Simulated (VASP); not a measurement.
Runs of VASP 6.6.1 on Sr. The structure is that of space group P6_3/mmc (No. 194), or close to it. The cells are those of the table. 

| cell | gap on the mesh (eV) | pressure (GPa) |
| --- | --- | --- |
| a = 4.439, b = 4.439, c = 6.944 Å, angles 90.0, 90.0, 120.0°, 2 atoms | none | (a) |
| a = 4.375, b = 4.375, c = 7.050 Å, angles 90.0, 90.0, 120.0°, 2 atoms | none | -1.1 |
| a = 4.439, b = 4.439, c = 7.050 Å, angles 90.0, 90.0, 120.0°, 2 atoms | none | -1.3 |
| a = 4.439, b = 4.439, c = 6.838 Å, angles 90.0, 90.0, 120.0°, 2 atoms | none | -1.1 |
| a = 4.439, b = 4.439, c = 7.156 Å, angles 90.0, 90.0, 120.0°, 2 atoms | none | -1.5 |
| a = 4.310, b = 4.310, c = 7.261 Å, angles 90.0, 90.0, 120.0°, 2 atoms | none | -1.1 |
| a = 4.375, b = 4.375, c = 7.261 Å, angles 90.0, 90.0, 120.0°, 2 atoms | none | -1.4 |

Alike in all rows: task single point; level PBEsol; potentials or basis VASP PAW PBE potentials, release 64 (Sr_sv); no spin polarisation; k mesh 15 × 15 × 8; cutoff (eV) 520; smearing gaussian 0.15 eV.

**Question.** Fill in the values left out.

**Answer.** (a) -1.2.

Caveats: the PAW data sets were made with another functional, which shifts forces and pressure a little.

A k mesh can miss the band edges, and the runs leave out spin-orbit coupling on Sr.

A gap of «none» marks levels without a gap at the run's occupations.
